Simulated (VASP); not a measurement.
# CdHg3S4 (P-4m2) in VASP: single point with PBE

Aim: the single point of CdHg3S4 with PBE.

Everything below comes from runs of VASP 6.6.1. Logs are shortened: lines on timing, memory, paths and dates and some standing lists are left out, and cuts for length are marked.

## Step 1: The cell of the first run

Symmetry: P-4m2, No. 115, tetragonal system. The conventional cell has a = 4.229 Å, b = 4.229 Å, c = 11.934 Å, α = 90.00°, β = 90.00°, γ = 90.00°. Within 3.4 Å of Cd (site symmetry -4m2) lie 4 S at 2.57 Å. Hg (site symmetry 2mm) has 4 S at 2.59 Å within 3.4 Å. Within 3.4 Å of Hg (site symmetry -4m2) lie 4 S at 2.59 Å. S (site symmetry 2mm) has 2 Cd at 2.57 Å and 2 Hg at 2.59 Å within 3.4 Å. S (site symmetry 2mm) has 4 Hg at 2.59 Å within 3.4 Å.

## Step 2: Single point, PBE

INCAR reads:

```
SYSTEM = CdHg3S4
  PREC = Accurate
  ENCUT = 520
  EDIFF = 1E-6
  ISMEAR = -1
  SIGMA = 0.15
  LREAL = .False.
  LASPH = .True.
  NELM = 80
  ALGO = Normal
  ISIF = 2
  LWAVE = .False.
  LCHARG = .False.
  GGA = PE
  NBANDS = 46
```

KPOINTS reads:

```
regular mesh
0
Gamma
  10 10 4
  0 0 0
```

POSCAR reads:

```
CdHg3S4
1.0
    4.2285693765      0.0000000000      0.0000000000
    0.0000000000      4.2285693765      0.0000000000
    0.0000000000      0.0000000000     11.9344940987
Cd Hg S
1 3 4
Direct
    0.5000000000      0.5000000000      0.0000000000
    0.0000000000      0.0000000000      0.7516807121
    0.0000000000      0.0000000000      0.2483192879
    0.5000000000      0.5000000000      0.5000000000
    0.5000000000      0.0000000000      0.1223380451
    0.0000000000      0.5000000000      0.3741771249
    0.5000000000      0.0000000000      0.6258228751
    0.0000000000      0.5000000000      0.8776619549
```

Potentials or basis: VASP PAW PBE potentials, release 64 (Cd, Hg, S).

Run with:

```sh
$ cat potpaw_PBE.64/Cd/POTCAR potpaw_PBE.64/Hg/POTCAR potpaw_PBE.64/S/POTCAR > POTCAR
$ mpirun -np 1 vasp_std > vasp.out
```

OUTCAR:

```text
SYSTEM = CdHg3S4
   PREC = Accurate
   ENCUT = 520
   EDIFF = 1E-6
   ISMEAR = -1
   LREAL = .False.
   LASPH = .True.
   NELM = 80
   ISIF = 2
   GGA = PE

 ion  position               nearest neighbor table
   1  0.500  0.500  0.000-   5 2.57   8 2.57   5 2.57   8 2.57
   2  0.000  0.000  0.752-   7 2.59   7 2.59   8 2.59   8 2.59
   3  0.000  0.000  0.248-   6 2.59   6 2.59   5 2.59   5 2.59
   4  0.500  0.500  0.500-   6 2.59   7 2.59   7 2.59   6 2.59
   5  0.500  0.000  0.122-   1 2.57   1 2.57   3 2.59   3 2.59
   6  0.000  0.500  0.374-   4 2.59   4 2.59   3 2.59   3 2.59
   7  0.500  0.000  0.626-   4 2.59   4 2.59   2 2.59   2 2.59
   8  0.000  0.500  0.878-   1 2.57   1 2.57   2 2.59   2 2.59

  LATTYP: Found a simple tetragonal cell.
 ALAT       =     4.2285693765
 C/A-ratio  =     2.8223479470

  Lattice vectors:

 A1 = (   4.2285693765,   0.0000000000,   0.0000000000)
 A2 = (   0.0000000000,   4.2285693765,   0.0000000000)
 A3 = (   0.0000000000,   0.0000000000,  11.9344940987)

Analysis of symmetry for initial positions (statically):
=====================================================================
 Subroutine PRICEL returns:
 Original cell was already a primitive cell.

 Routine SETGRP: Setting up the symmetry group for a
 simple tetragonal supercell.

 Subroutine GETGRP returns: Found  8 space group operations
 (whereof  8 operations were pure point group operations)
 out of a pool of 16 trial point group operations.

The static configuration has the point symmetry D_2d.

Analysis of symmetry for dynamics (positions and initial velocities):
=====================================================================
 Subroutine PRICEL returns:
 Original cell was already a primitive cell.

 Routine SETGRP: Setting up the symmetry group for a
 simple tetragonal supercell.

 Subroutine GETGRP returns: Found  8 space group operations
 (whereof  8 operations were pure point group operations)
 out of a pool of 16 trial point group operations.

The dynamic configuration has the point symmetry D_2d.

 Subroutine INISYM returns: Found  8 space group operations
 (whereof  8 operations are pure point group operations),
 and found     1 'primitive' translations

----------------------------------------------------------------------------------------

                                     Primitive cell

  volume of cell :     213.3983

  direct lattice vectors                    reciprocal lattice vectors
     4.228569377  0.000000000  0.000000000     0.236486601  0.000000000  0.000000000
     0.000000000  4.228569377  0.000000000     0.000000000  0.236486601  0.000000000
     0.000000000  0.000000000 11.934494099     0.000000000  0.000000000  0.083790732

  length of vectors
     4.228569377  4.228569377 11.934494099     0.236486601  0.236486601  0.083790732

  position of ions in fractional coordinates (direct lattice)
     0.500000000  0.500000000  0.000000000
     0.000000000  0.000000000  0.751680712
     0.000000000  0.000000000  0.248319288
     0.500000000  0.500000000  0.500000000
     0.500000000  0.000000000  0.122338045
     0.000000000  0.500000000  0.374177125
     0.500000000  0.000000000  0.625822875
     0.000000000  0.500000000  0.877661955

  ion indices of the primitive-cell ions
   primitive index   ion index
                 1           1
                 2           2
                 3           3
                 4           4
                 5           5
                 6           6
                 7           7
                 8           8

----------------------------------------------------------------------------------------

 KPOINTS: regular mesh

Automatic generation of k-mesh.
 Grid dimensions read from file:
 generate k-points for:   10   10    4

 Generating k-lattice:

  Cartesian coordinates                     Fractional coordinates (reciprocal lattice)
     0.023648660  0.000000000  0.000000000     0.100000000  0.000000000  0.000000000
     0.000000000  0.023648660  0.000000000     0.000000000  0.100000000  0.000000000
     0.000000000  0.000000000  0.020947683     0.000000000  0.000000000  0.250000000

  Length of vectors
     0.023648660  0.023648660  0.020947683

  Shift w.r.t. Gamma in fractional coordinates (k-lattice)
     0.000000000  0.000000000  0.000000000

 Subroutine IBZKPT returns following result:
 ===========================================

 Found     63 irreducible k-points:

 Following reciprocal coordinates:
            Coordinates               Weight
  0.000000  0.000000  0.000000      1.000000
  0.100000  0.000000  0.000000      4.000000
  0.200000  0.000000  0.000000      4.000000
  0.300000  0.000000  0.000000      4.000000
  0.400000  0.000000  0.000000      4.000000
  0.500000  0.000000  0.000000      2.000000
[... 16 lines left out ...]
  0.100000  0.000000  0.250000      8.000000
  0.200000  0.000000  0.250000      8.000000
 [... further k-points ...]
   k-points           NKPTS =     63   k-points in BZ     NKDIM =     63   number of bands    NBANDS=     46
   number of dos      NEDOS =    301   number of ions     NIONS =      8
   total plane-waves  NPLWV =  92160
   dimension x,y,z NGX =    32 NGY =   32 NGZ =   90
   dimension x,y,z NGXF=    64 NGYF=   64 NGZF=  180
   ions per type =               1   3   4
   NGX,Y,Z   is equivalent  to a cutoff of  12.58, 12.58, 12.54 a.u.
   NGXF,Y,Z  is equivalent  to a cutoff of  25.16, 25.16, 25.07 a.u.
 SYSTEM =  CdHg3S4
   PREC   = accura    normal or accurate (medium, high low for compatibility)
   ISTART =      0    job   : 0-new  1-cont  2-samecut
   ICHARG =      2    charge: 1-file 2-atom 10-const
   ISPIN  =      1    spin polarized calculation?
   LNONCOLLINEAR =      F non collinear calculations
   LSORBIT =      F    spin-orbit coupling
   LASPH  =      T    aspherical Exc in radial PAW
   ENCUT  =  520.0 eV  38.22 Ry    6.18 a.u.   7.86  7.86 22.19*2*pi/ulx,y,z
   NELM   =     80;   NELMIN=  2; NELMDL= -5     # of ELM steps
   EDIFF  = 0.1E-05   stopping-criterion for ELM
   LREAL  =      F    real-space projection
   EDIFFG = 0.1E-04   stopping-criterion for IOM
   NSW    =      0    number of steps for IOM
   IBRION =     -1    ionic relax: 0-MD 1-quasi-New 2-CG
   NFREE  =      0    steps in history (QN), initial steepest desc. (CG)
   ISIF   =      2    stress and relaxation
   ISYM   =      2    0-nonsym 1-usesym 2-fastsym
   POTIM  = 0.5000    time-step for ionic-motion
   TEBEG  =    0.0;   TEEND  =   0.0 temperature during run
   PSTRESS=    0.0 pullay stress
   NELECT =      72.0000    total number of electrons
   NUPDOWN=      -1.0000    fix difference up-down
   EMIN   =  10.00;   EMAX   =-10.00  energy-range for DOS
   EFERMI =   0.00;   METHOD = LEGACY
   ISMEAR =    -1;   SIGMA  =   0.15  broadening in eV -4-tet -1-fermi 0-gaus
   EFERMI_NEDOS =   21; number of points for ismear=-14 and -15
   IALGO  =     38    algorithm
   IMIX   =      4    mixing-type and parameters
     AMIX     =   0.40;   BMIX     =  1.00
     AMIX_MAG =   1.60;   BMIX_MAG =  1.00
  volume/ion in A,a.u.               =      26.67       180.01
  Fermi-wavevector in a.u.,A,eV,Ry     =   1.139695  2.153711 17.672675  1.298905
  Thomas-Fermi vector in A             =   2.276398
   LORBIT       =      0    0 simple, 1 ext, 2 COOP (PROOUT), +10 PAW based schemes
   GGA     = PE    functional components
   LHFCALC =     F    Hartree Fock is set to
   AEXX    =    0.0000 exact exchange contribution
   IVDW    =     0    specifies the selected vdW correction
   LEPSILON=     F    determine dielectric tensor
   LRPA    =     F    only Hartree local field effects (RPA)
 non-spin polarized calculation
  energy-cutoff  :      520.00
  volume of cell :      213.40
 maximum number of plane-waves:      5796
 NGX is ok and might be reduce to    32
   NGX = 15   NGY = 15   NGZ = 45

 number of electron      72.0000025 magnetization

 Free energy of the ion-electron system (eV)
  ---------------------------------------------------
  ext. energy  EPLUGINS =         0.00000000
  ---------------------------------------------------
  free energy    TOTEN  =       -19.80467570 eV

  energy without entropy =      -19.78729126  energy(sigma->0) =      -19.79598348

 E-fermi :   1.7415     XC(G=0):  -8.9513

 val. band max:        1.3234166985   @ k =   0.0000   0.0000   0.0000
 cond. band min:       1.9083964335   @ k =   0.0000   0.0000   0.2500
 fundamental gap:      0.5849797349
 Fermi energy:         1.7414781468

 k-point     1 :       0.0000    0.0000    0.0000
  band No.  band energies     occupation
      1     -11.3081      2.00000
      2     -11.0245      2.00000
      3     -10.9730      2.00000
      4     -10.7011      2.00000
      5      -6.4621      2.00000
      6      -6.4621      2.00000
[... 38 lines left out ...]
     45       7.5354      0.00000
     46       7.5354      0.00000

 k-point     2 :       0.1000    0.0000    0.0000
  band No.  band energies     occupation
      1     -11.2806      2.00000
      2     -11.0096      2.00000
      3     -10.9594      2.00000
      4     -10.7016      2.00000
      5      -6.4603      2.00000
      6      -6.4598      2.00000
[... 38 lines left out ...]
     45       7.5981      0.00000
     46       7.6648      0.00000

 k-point     3 :       0.2000    0.0000    0.0000
  band No.  band energies     occupation
      1     -11.2041      2.00000
      2     -10.9704      2.00000
      3     -10.9234      2.00000
      4     -10.7063      2.00000
      5      -6.4557      2.00000
      6      -6.4433      2.00000
[... 38 lines left out ...]
     45       7.7739      0.00000
     46       7.9281      0.00000

 k-point     4 :       0.3000    0.0000    0.0000
  band No.  band energies     occupation
      1     -11.0956      2.00000
      2     -10.9222      2.00000
      3     -10.8785      2.00000
      4     -10.7237      2.00000
      5      -6.4498      2.00000
      6      -6.4118      2.00000
[... 920 lines left out ...]
     45       7.6438      0.00000
     46       7.6438      0.00000

 k-point    23 :       0.1000    0.0000    0.2500
  band No.  band energies     occupation
      1     -11.2637      2.00000
      2     -11.0887      2.00000
      3     -10.8764      2.00000
      4     -10.7223      2.00000
      5      -6.4603      2.00000
      6      -6.4597      2.00000
[... 38 lines left out ...]
     45       7.6747      0.00000
     46       7.6948      0.00000

 k-point    24 :       0.2000    0.0000    0.2500
  band No.  band energies     occupation
      1     -11.1899      2.00000
      2     -11.0357      2.00000
      3     -10.8551      2.00000
      4     -10.7234      2.00000
      5      -6.4557      2.00000
      6      -6.4432      2.00000
[... 38 lines left out ...]
     45       7.8358      0.00000
     46       7.9259      0.00000

 [... further k-points ...]
[... 5 lines left out ...]
  --------------------------------------------------------------------------------------
  -------------------------------------------------------------------------------------
  Total        0.2927674      0.2927674      0.3044300      0.0000000      0.0000000      0.0000000
  in kB        2.1980742      2.1980742      2.2856359      0.0000000      0.0000000      0.0000000
  external PRESSURE =       2.2272614 kB  Pullay stress =       0.0000000 kB

 VOLUME and BASIS-vectors are now :
 -----------------------------------------------------------------------------
  energy-cutoff  :      520.00
  volume of cell :      213.40
      direct lattice vectors                 reciprocal lattice vectors
     4.228569377  0.000000000  0.000000000     0.236486601  0.000000000  0.000000000
     0.000000000  4.228569377  0.000000000     0.000000000  0.236486601  0.000000000
     0.000000000  0.000000000 11.934494099     0.000000000  0.000000000  0.083790732

 POSITION                                       TOTAL-FORCE (eV/Angst)
 -----------------------------------------------------------------------------------
      2.11428      2.11428      0.00000         0.000000      0.000000      0.000000
      0.00000      0.00000      8.97093         0.000000     -0.000000      0.000088
      0.00000      0.00000      2.96357         0.000000     -0.000000     -0.000088
      2.11428      2.11428      5.96725         0.000000      0.000000      0.000000
      2.11428      0.00000      1.46004        -0.000000     -0.000000      0.001755
      0.00000      2.11428      4.46561         0.000000     -0.000000     -0.000153
      2.11428      0.00000      7.46888         0.000000     -0.000000      0.000153
      0.00000      2.11428     10.47445         0.000000     -0.000000     -0.001755
 -----------------------------------------------------------------------------------
    total drift:                                0.000000     -0.000000     -0.000000

  FREE ENERGIE OF THE ION-ELECTRON SYSTEM (eV)
  ---------------------------------------------------
  free  energy   TOTEN  =       -19.8046757045 eV

  energy  without entropy=      -19.7872912631  energy(sigma->0) =      -19.79598348
```

It took 4.9 min on 1 thread of Intel Xeon 6975P-C (Granite Rapids), shared host; peak memory 0.64 GiB.

Results:

- Free energy: -19.8047 eV
- Pressure: 0.2 GPa
- Band gap on the k mesh: zero (filled and empty bands touch)

Caveat: spin-orbit coupling is left out, which moves the levels of the heavy elements.
